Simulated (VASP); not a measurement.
The system is Ga4SbP3.

```
P Ga Sb
1.0
     5.40157    0.00000    0.00000
     0.00000    5.40157    0.00000
     0.00000    0.00000    5.40157
P Ga Sb
3 4 1
Direct
  0.50000 0.00000 0.00000
  0.00000 0.50000 0.00000
  0.00000 0.00000 0.50000
  0.25000 0.75000 0.75000
  0.75000 0.25000 0.75000
  0.75000 0.75000 0.25000
  0.25000 0.25000 0.25000
  0.50000 0.50000 0.50000
```

```yaml
Program: VASP 6.6.1
Task: relaxation of cell and atoms
Functional: PBE
Potentials_or_basis: VASP PAW PBE potentials, release 64 (P, Ga_d, Sb)
Cutoff: 600 eV
k_mesh: 4 × 4 × 4
Occupations: fermi-dirac, width 0.02 eV
Spin: no spin polarisation
```

At the start: pressure 16.1 GPa; volume 19.70 Å³/atom.

Question: How do energy, volume and symmetry change on relaxing?

Answer: Over 11 steps the energy falls by 215.9 meV/atom and the volume is 22.97 Å³/atom (+16.6 %); space group P-43m (No. 215, to 0.1 Å) before and after.

Step by step:
```
step  energy change (eV)  largest force (eV/Å)  pressure (GPa)  volume (Å³)
   1              0.0000                2.9052           16.12       157.60
   2             -1.2116                0.4085           -5.94       207.28
   3             -1.6980                0.3841           -0.88       186.71
   4             -1.6983                0.4177           -0.69       186.09
   5             -1.7245                0.1389            0.02       183.94
   6             -1.7265                0.0479            0.20       183.25
   7             -1.7265                0.0374            0.25       183.17
   8             -1.7270                0.0159           -0.04       183.96
   9             -1.7271                0.0040            0.18       183.70
  10             -1.7270                0.0108           -0.04       183.88
  11             -1.7270                0.0030            0.03       183.79
```

Final structure:
```
CELL_PARAMETERS angstrom
5.68559 0.00000 0.00000
0.00000 5.68559 0.00000
0.00000 0.00000 5.68559
ATOMIC_POSITIONS crystal
P 0.50000 0.00000 0.00000
P 0.00000 0.50000 0.00000
P 0.00000 0.00000 0.50000
Ga 0.23763 0.76237 0.76237
Ga 0.76237 0.23763 0.76237
Ga 0.76237 0.76237 0.23763
Ga 0.23763 0.23763 0.23763
Sb 0.50000 0.50000 0.50000
```

Caveat: the volume moved by over 15 % at a fixed basis, so the end points are rough.
